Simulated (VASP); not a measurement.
**N: single point with LDA**

N:

```
N
1.0
    -3.52692    0.00000    0.00000
    -1.76346   -3.05440    0.00000
    -0.29391    0.50907   16.85050
N
8
Cartesian
  -1.7635 -1.0181 12.4912
  -1.7635 -1.0181 5.6660
  -1.7635 -1.0181 11.3972
  -1.7635 -1.0181 4.5719
  -3.5269 -2.0363 2.2533
  -3.5269 -2.0363 9.0786
  -3.5269 -2.0363 1.1593
  -3.5269 -2.0363 7.9845
```

This cell differs from its parent crystal: the part above a cut slid along it.

```yaml
Program: VASP 6.6.1
Task: single point
Functional: LDA
Potentials_or_basis: VASP PAW LDA potentials, release 64 (N)
Cutoff: 520 eV
k_mesh: 7 × 7 × 2
Occupations: gaussian, width 0.05 eV
Spin: no spin polarisation
```

The pressure is 1.8 GPa and the largest force is 1.534 eV/Å. The band gap on the k mesh is 6.62 eV (least direct gap 6.78 eV).

Forces on the atoms (eV/Å):
```
N    0.000  0.000  1.511
N    0.000  0.000  1.532
N    0.000  0.000 -1.512
N    0.000  0.000 -1.534
N    0.000  0.000  1.512
N    0.000  0.000  1.534
N    0.000  0.000 -1.511
N    0.000  0.000 -1.532
```

Stress tensor (GPa, compression positive):
```
-0.18  0.00  0.00
 0.00 -0.18  0.00
 0.00  0.00  5.76
```

Levels at points of the mesh, in eV from the valence-band top:
```csv
k point,band 18,band 19,band 20,band 21,band 22,band 23
"(0.00, 0.00, 0.00)",-1.04,-0.45,-0.01,8.04,8.04,8.18
"(0.00, 0.00, 0.50)",-1.04,-0.44,-0.01,8.04,8.04,8.18
```

It took 5.8 min on 1 thread of Intel(R) Xeon(R) Platinum 8488C (Sapphire Rapids), with other jobs on the host, peak memory 0.34 GiB.

Caveat: the cell differs from its parent crystal (the part above a cut slid along it); the standard files for N, O and F lose accuracy on very short bonds; the stress differs along the axes, from -0 to 6 GPa; forces of over 1 eV/Å act on the atoms, so gaps and moduli don't describe the material at rest. A k mesh can miss the band edges.
